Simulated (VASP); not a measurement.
## BP (zinc blende): single point with PBE

Crystal: BP (zinc blende).

```xyz
2
Lattice="0.0000 2.1395 2.1395 2.1395 0.0000 2.1395 2.1395 2.1395 0.0000" Properties=species:S:1:pos:R:3 pbc="T T T"
B     0.0000    0.0000    0.0000
P     1.0697    1.0697    1.0697
```

This cell differs from its parent crystal: volume scaled by 0.84.

- Program: VASP 6.6.1
- Task: single point
- Functional: PBE
- Potentials or basis: VASP PAW PBE potentials, release 64 (B, P)
- Cutoff: 500 eV
- k mesh: 10 × 10 × 10
- Occupations: gaussian, width 0.01 eV
- Spin: no spin polarisation
- Dipole correction: no
- Further INCAR settings: ALGO = Normal; EDIFF = 1e-06; NBANDS = 11

```yaml
Pressure: 41.4 GPa
Band_gap_on_the_k_mesh: 0.95 eV, indirect (least direct gap 3.74 eV)
```

Levels at points of the mesh, in eV from the valence-band top:
```tsv
k point	band 2	band 3	band 4	band 5	band 6	band 7
(0.00, 0.00, 0.00)	0.00	0.00	0.00	3.74	3.74	3.74
(0.50, 0.00, 0.00)	-10.37	-1.95	-1.95	4.83	4.83	4.90
(0.50, 0.50, 0.00)	-9.52	-4.76	-4.76	0.95	1.51	13.84
```

It took 4.6 s on 1 thread of Intel Xeon 6975P-C, on a shared host, peak memory 0.14 GiB.

 A k mesh can miss the band edges.
